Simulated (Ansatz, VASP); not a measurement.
# C: VASP beside Ansatz

Contents of POSCAR:

```
C
1.0
    0.0000000000     -1.7834000000     -1.7834000000
   -1.7834000000      0.0000000000     -1.7834000000
    1.7834000000      1.7834000000     -3.5668000000
C
4
Direct
    0.7396987864      0.7396987864      0.7500000190
    0.2603012136      0.2603012136      0.2499999810
    0.3646987864      0.3646987864      0.8750000190
    0.8853012136      0.8853012136      0.3749999810
```

File INCAR.step1:

```
SYSTEM = C
PREC     = Accurate       ! precision mode
ENCUT    = 520            ! plane-wave cutoff, eV
ISMEAR   = 0              ! smearing method
SIGMA    = 0.05           ! smearing width, eV
LREAL    = .False.        ! projectors in reciprocal space
LASPH    = .True.         ! aspherical terms in the spheres
NELM     = 80             ! most SCF steps
NBANDS   = 16             ! bands
GGA      = PE             ! functional
ALGO     = Normal         ! electronic algorithm
EDIFF    = 1E-4           ! SCF threshold, eV
LWAVE    = .True.         ! write WAVECAR
LCHARG   = .False.        ! write CHGCAR
```

Contents of INCAR.step2:

```
SYSTEM = C
PREC     = Accurate       ! precision mode
ENCUT    = 520            ! plane-wave cutoff, eV
EDIFF    = 1E-6           ! SCF threshold, eV
ISMEAR   = 0              ! smearing method
SIGMA    = 0.05           ! smearing width, eV
LREAL    = .False.        ! projectors in reciprocal space
LASPH    = .True.         ! aspherical terms in the spheres
NELM     = 80             ! most SCF steps
ALGO     = Normal         ! electronic algorithm
ISIF     = 2              ! what is computed and relaxed
LWAVE    = .False.        ! write WAVECAR
LCHARG   = .False.        ! write CHGCAR
METAGGA  = R2SCAN         ! meta-GGA
LMIXTAU  = .True.       
NBANDS   = 16             ! bands
ISTART   = 1
```

File KPOINTS:

```
regular mesh
0
Gamma
  12 12 10
  0 0 0
```

Input for Ansatz:

```yaml
crystal:
  lattice:
    - [0.0, -1.7834, -1.7834]
    - [-1.7834, 0.0, -1.7834]
    - [1.7834, 1.7834, -3.5668]
  atoms:
    - { symbol: C, position: [0.7396987864, 0.7396987864, 0.750000019] }
    - { symbol: C, position: [0.2603012136, 0.2603012136, 0.249999981] }
    - { symbol: C, position: [0.3646987864, 0.3646987864, 0.875000019] }
    - { symbol: C, position: [0.8853012136, 0.8853012136, 0.374999981] }
basis:
  ecutwfc: 500
kpoints:
  mp_grid: { grid: [12, 12, 10] }
hamiltonian:
  xc: r2scan
scf:
  occupations: { method: gaussian, width: 0.05 }
output:
  forces: true
  stress: true
  eigenvalues: true
  write_density: true
  write_potential: true
  elf: true
  volumetric_format: npy
```

Change from the starting cell: mode 4 (559.6 1/cm) frozen in, largest displacement +0.045 Å.

Alike in both runs: task single point; functional r2SCAN; k mesh 12 × 12 × 10; occupations gaussian, width 0.05 eV; no spin polarisation.

|  | VASP | Ansatz |
| --- | --- | --- |
| version | VASP 6.6.1 | Ansatz 0.2.0 |
| potentials or method | VASP PAW PBE potentials, release 64 (C), cutoff 520 eV | scalar-relativistic, plane waves, PAW |
| valence electrons in the cell | 16 | 16 |

VASP gave:

| Property | Result |
| --- | --- |
| gap on the k mesh at the Fermi level (eV) | 4.29 |
| least direct gap on the mesh (eV) | 5.79 |
| pressure (GPa) | -1.5 |
| traceless stress, the component that is largest in VASP (GPa) | -0.50 |
| rms of the force components (eV/Å) | 0.359 |

Question: Which values does Ansatz return?

Answer: gap on the k mesh at the Fermi level (eV): 4.32; least direct gap on the mesh (eV): 5.84; pressure (GPa): -2.5; traceless stress, the component that is largest in VASP (GPa): -0.50; rms of the force components (eV/Å): 0.360.

VASP's potentials were made for PBE, not for r2SCAN. Atom by atom the forces differ by 0.002 eV/Å (rms over components). The functional is the same, so the differences come from potentials, cutoffs and numerics.
